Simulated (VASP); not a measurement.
# Sb: single point with PBE

The system is Sb.

```
CELL_PARAMETERS angstrom
0.00000 3.10955 0.00000
0.00000 0.00000 6.21907
6.21910 0.00000 0.00000
ATOMIC_POSITIONS crystal
Sb 0.50000 0.00000 0.25000
Sb 0.50000 0.50000 0.25000
Sb 0.50000 0.00000 0.75000
Sb 0.50000 0.50000 0.75000
```

This isn't the form of Sb at room conditions, which is rhombohedral.

```json
{"Program": "VASP 6.6.1", "Task": "single point", "Functional": "PBE", "Potentials or basis": "VASP PAW PBE potentials, release 64 (Sb)", "Cutoff": "520 eV", "k mesh": "8 × 4 × 4", "Occupations": "gaussian, width 0.2 eV", "Spin": "no spin polarisation"}
```

The pressure is 0.2 GPa. The band gap on the k mesh is zero (bands 10 and 11 overlap by 5.24 eV).

Levels at points of the mesh, in eV from the Fermi level:
| k point | band 6 | band 7 | band 8 | band 9 | band 10 | band 11 | band 12 | band 13 | band 14 | band 15 |
| --- | --- | --- | --- | --- | --- | --- | --- | --- | --- | --- |
| (0.00, 0.00, 0.00) | -5.48 | -3.46 | -3.46 | 2.26 | 3.29 | 3.29 | 3.29 | 5.27 | 5.27 | 5.27 |
| (0.50, 0.00, 0.00) | -3.46 | -3.46 | -3.46 | -3.46 | -1.56 | -1.56 | -1.56 | 2.26 | 2.26 | 4.89 |
| (0.00, 0.50, 0.00) | -4.67 | -1.91 | -1.91 | 0.25 | 0.25 | 4.11 | 4.11 | 4.11 | 4.11 | 5.24 |
| (0.50, 0.50, 0.00) | -4.67 | -2.68 | -2.68 | -2.68 | -2.68 | 0.25 | 0.25 | 2.44 | 2.44 | 3.10 |
| (0.00, 0.50, 0.50) | -1.29 | -1.29 | -1.29 | -0.86 | -0.86 | -0.86 | -0.86 | 4.94 | 4.94 | 4.94 |
| (0.50, 0.50, 0.50) | -3.87 | -3.87 | -3.87 | 0.68 | 0.68 | 0.68 | 0.68 | 1.55 | 1.55 | 1.55 |

Run time: 75 s on 1 thread of Intel Xeon 8259CL, with other jobs on the host, peak memory 0.24 GiB.

Caveat: spin-orbit coupling is left out, which moves the levels of the heavy elements.
